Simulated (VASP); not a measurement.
A run of VASP 6.6.1 is set up as follows.

INCAR

```
PREC = Accurate ; ENCUT = 520
EDIFF = 1E-8 ; ISMEAR = -1
SIGMA = 0.03 ; LREAL = F
LASPH = T ; NELM = 80
ALGO = Normal ; ISIF = 2
LWAVE = F ; LCHARG = F
GGA = PE ; LEFG = T
NBANDS = 11
```

Contents of KPOINTS:

```
regular mesh
0
Gamma
  15 15 15
```

Contents of POSCAR:

```
BAs
1.0
    0.0000000000      2.3885000000      2.3885000000
    2.3885000000      0.0000000000      2.3885000000
    2.3885000000      2.3885000000      0.0000000000
B As
1 1
Direct
    0.0000000000      0.0000000000      0.0000000000
    0.7500000000      0.7500000000      0.7500000000
```

Potentials or basis: VASP PAW PBE potentials, release 64 (B, As).

Run with:

```bash
$ cat potpaw_PBE.64/B/POTCAR potpaw_PBE.64/As/POTCAR > POTCAR
$ mpirun -np 1 vasp_std > vasp.out
```

Question: Predict the band gap on the k mesh.

Answer: 1.18 eV, indirect (least direct gap 3.28 eV).

Question: Estimate the pressure.

Answer: 3.4 GPa.

Caveat: without QUAD_EFG the Cq values of the log hold for a quadrupole moment of 1 mb, not for the nuclei. A k mesh can miss the band edges.
